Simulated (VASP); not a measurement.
## Cu: relaxation of cell and atoms with PBEsol

Cu:

```
Cu
1.0
     0.00000    1.80750    1.80750
     1.80750    0.00000    1.80750
     1.80750    1.80750    0.00000
Cu
1
Direct
  0.00000 0.00000 0.00000
```

```json
{
  "Program": "VASP 6.6.1",
  "Task": "relaxation of cell and atoms",
  "Functional": "PBEsol",
  "Potentials or basis": "VASP PAW PBE potentials, release 64 (Cu)",
  "Cutoff": "600 eV",
  "k mesh": "8 × 8 × 8",
  "Occupations": "gaussian, width 0.05 eV",
  "Spin": "no spin polarisation",
  "Dipole correction": "no",
  "Further INCAR settings": "ALGO = Normal; EDIFF = 1e-07; IBRION = 2; EDIFFG = -0.03; NSW = 80; ISIF = 3"
}
```

```
Relaxed volume                        : 11.43 Å³/atom
Relaxed cell                          : a = 2.528 Å, b = 2.528 Å, c = 2.528 Å, α = 60.00°, β = 60.00°, γ = 60.00°
Space group after relaxing (to 0.1 Å) : Fm-3m (No. 225)
Energy gained by relaxing             : 6.0 meV/atom
Ionic steps                           : 3
Pressure after relaxing               : 0.0 GPa
Band gap on the k mesh                : zero (an odd number of electrons rules out a gap without spin polarisation)
```

Step by step:
| step | energy change (eV) | largest force (eV/Å) | pressure (GPa) | volume (Å³) |
| --- | --- | --- | --- | --- |
| 1 | 0.0000 | 0.0000 | -4.88 | 11.81 |
| 2 | -0.0038 | 0.0000 | 3.35 | 11.21 |
| 3 | -0.0060 | 0.0000 | 0.01 | 11.43 |

Final structure:
```xyz
1
Lattice="0.0000 1.7878 1.7878 1.7878 0.0000 1.7878 1.7878 1.7878 0.0000" Properties=species:S:1:pos:R:3 pbc="T T T"
Cu    0.0000    0.0000    0.0000
```

Levels at points of the mesh, in eV from the Fermi level:
```tsv
k point	band 3	band 4	band 5	band 6	band 7	band 8	band 9
(0.00, 0.00, 0.00)	-3.02	-3.02	-2.14	-2.14	22.94	25.81	25.81
(0.50, 0.00, 0.00)	-3.05	-1.55	-1.55	-1.04	4.01	21.42	22.63
(0.50, 0.50, 0.00)	-1.56	-1.40	-1.40	1.53	7.43	13.39	13.39
```

Run time: 4.9 s on 1 thread of Intel(R) Xeon(R) 6975P-C (Granite Rapids), on a shared host, peak memory 0.12 GiB.

Caveat: the k points lie up to 0.38 Å⁻¹ apart in the final cell, too coarse for converged energies and pressures of a metal; the PAW data sets were made with another functional, which shifts forces and pressure a little.
